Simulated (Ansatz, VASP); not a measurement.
# CaSb: VASP beside Ansatz

```
CELL_PARAMETERS angstrom
5.15046 0.00000 0.00000
-2.57523 4.46043 0.00000
0.00000 0.00000 7.60975
ATOMIC_POSITIONS crystal
Ca 0.00000 0.00000 0.27253
Ca 0.00000 0.00000 0.72747
Sb 0.33333 0.66667 0.50000
Sb 0.66667 0.33333 0.50000
```

Alike in both runs: task relaxation of cell and atoms; functional PBE; k mesh 12 × 12 × 6; occupations gaussian, width 0.1 eV; no spin polarisation.

|  | VASP | Ansatz |
| --- | --- | --- |
| version | VASP 6.6.1 | Ansatz 0.2.0 |
| potentials or method | VASP PAW PBE potentials, release 64 (Ca_sv, Sb), cutoff 600 eV | scalar-relativistic, plane waves, PAW |
| valence electrons in the cell | 30 | 50 |

```tsv
	VASP	Ansatz	Ansatz less VASP
gap on the k mesh at the Fermi level, each at its own relaxed structure (eV)	none	none	-
relaxed volume (Å³/atom)	44.28	44.09	-0.187
relaxed length of the cell vector where the two differ most in proportion (Å)	7.631	7.618	-0.0125
```

A gap of «none» marks a metal or a gap that the smearing closes. VASP's potentials hold 30 valence electrons a cell and Ansatz's 50, so a difference there can come from the potentials and not from the codes.

Spin-orbit coupling is off throughout.
